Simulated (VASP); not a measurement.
Wanted: the native input for a VASP 6.6.1 run.

| Quantity | Value |
| --- | --- |
| Task | single point |
| Functional | PBE |
| Potentials or basis | VASP PAW PBE potentials, release 64 (Cs_sv, Pb_d, Cl) |
| Cutoff | 520 eV |
| k mesh | 4 × 4 × 4 |
| Occupations | methfessel-paxton, width 0.05 eV |
| Spin | no spin polarisation |
| Dipole correction | no |
| Further INCAR settings | ALGO = Normal; EDIFF = 1e-06; NBANDS = 30 |

The structure of CsPbCl3 lies in POSCAR:

```
CsPbCl3
1.0
    4.0141224310      2.3175546661      3.2773182345
   -4.0141224310      2.3175546661      3.2773182345
    0.0000000000     -4.6351093322      3.2773182345
Cs Pb Cl
1 1 3
Direct
    0.5000000000      0.5000000000      0.5000000000
    0.0000000000      0.0000000000      0.0000000000
    0.5000000000      0.0000514515      0.9999485485
    0.0000514515      0.9999485485      0.5000000000
    0.9999485485      0.5000000000      0.0000514515
```

These files were run (other wordings do the same):

INCAR

```
PREC = Accurate
ENCUT = 520
EDIFF = 1E-6
ISMEAR = 1
SIGMA = 0.05
LREAL = F
LASPH = T
NELM = 60
ALGO = Normal
ISIF = 2
LWAVE = F
LCHARG = T
GGA = PE
LELF = T
LVHAR = T
NBANDS = 30
```

KPOINTS

```
regular mesh
0
Gamma
  4 4 4
```

Potentials or basis: VASP PAW PBE potentials, release 64 (Cs_sv, Pb_d, Cl).

Launch:

```sh
$ cat potpaw_PBE.64/Cs_sv/POTCAR potpaw_PBE.64/Pb_d/POTCAR potpaw_PBE.64/Cl/POTCAR > POTCAR
$ mpirun -np 1 vasp_std > vasp.out
```

It gave:

```
Pressure               : 0.7 GPa
Band gap on the k mesh : 2.10 eV
```

Caveat: spin-orbit coupling is left out, which moves the levels of the heavy elements.

Run time: 2.3 min on 1 thread of Intel Xeon 8259CL, with other jobs on the host, peak memory 0.29 GiB.
